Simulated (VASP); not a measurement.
Runs of VASP 6.6.1 on YV. The structure is that of space group Pm-3m (No. 221), or close to it. The cells are those of the table. 

```csv
spin,fixed moment (μB),cell,k mesh,gap on the mesh (eV),pressure (GPa),moment (μB)
"collinear, ferromagnetic start",2.62,"a = 3.614 Å, 2 atoms",12 × 12 × 12,-,-2.1,2.62
"collinear, ferromagnetic start",-,"a = 3.614 Å, 2 atoms",12 × 12 × 12,none,0.0,3.48
"collinear, zero start",0.0,"a = 3.614 Å, 2 atoms",12 × 12 × 12,-,-5.4,0.00
"collinear, ferromagnetic start",1.5,"a = 3.614 Å, 2 atoms",12 × 12 × 12,-,(a),1.50
"collinear, ferromagnetic start",-,"a = 3.604 Å, 2 atoms",6 × 6 × 6,none,0.1,3.45
"collinear, ferromagnetic start",1.88,"a = 3.614 Å, 2 atoms",12 × 12 × 12,-,(c),1.88
off,-,"a = 3.614 Å, 2 atoms",12 × 12 × 12,none,(b),-
```

Alike in all rows: task single point; level PBE; potentials or basis VASP PAW PBE potentials, release 64 (V_sv, Y_sv); cutoff (eV) 520; smearing gaussian 0.1 eV.

**Question.** Estimate the missing entries.

**Answer.** (a) -4.0; (b) -5.3; (c) -3.4.

Caveats: the total moment is fixed, so each spin has its own Fermi level (at least some runs); the cell stands under tension (at least some runs).

A k mesh can miss the band edges, and the runs leave out spin-orbit coupling on Y.

A gap of «none» marks levels without a gap at the run's occupations.
